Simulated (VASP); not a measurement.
Here is a VASP 6.6.1 calculation.

INCAR

```
  ALGO = Normal
  EDIFF = 1E-8
  ENCUT = 520
  GGA = CA
  ISIF = 2
  ISMEAR = -1
  LASPH = T
  LCHARG = F
  LEFG = T
  LREAL = F
  LWAVE = F
  NBANDS = 14
  NELM = 80
  PREC = Accurate
  SIGMA = 0.03
```

KPOINTS

```
k-points
0
Gamma
  16 16 16
```

The input POSCAR:

```
Rh
1.0
   -0.0190155000      1.8920422500      1.8920422500
    1.8920422500     -0.0190155000      1.8920422500
    1.8920422500      1.8920422500     -0.0190155000
Rh
1
Direct
    0.0000000000      0.0000000000      0.0000000000
```

Potentials or basis: VASP PAW LDA potentials, release 64 (Rh_pv).

Command:

```console
$ cat potpaw_LDA.64/Rh_pv/POTCAR > POTCAR
$ mpirun -np 1 vasp_std > vasp.out
```

Estimate the band gap on the k mesh.

zero (an odd number of electrons rules out a gap without spin polarisation).

Predict the pressure.

-10.3 GPa.

Stress tensor (GPa, compression positive):
```
-10.30   1.96   1.96
  1.96 -10.30   1.96
  1.96   1.96 -10.30
```

Caveat: the cell differs from its parent crystal (equal xy, yz and zx shear strains of -1 %); the cell stands under tension; without QUAD_EFG the Cq values of the log hold for a quadrupole moment of 1 mb, not for the nuclei.
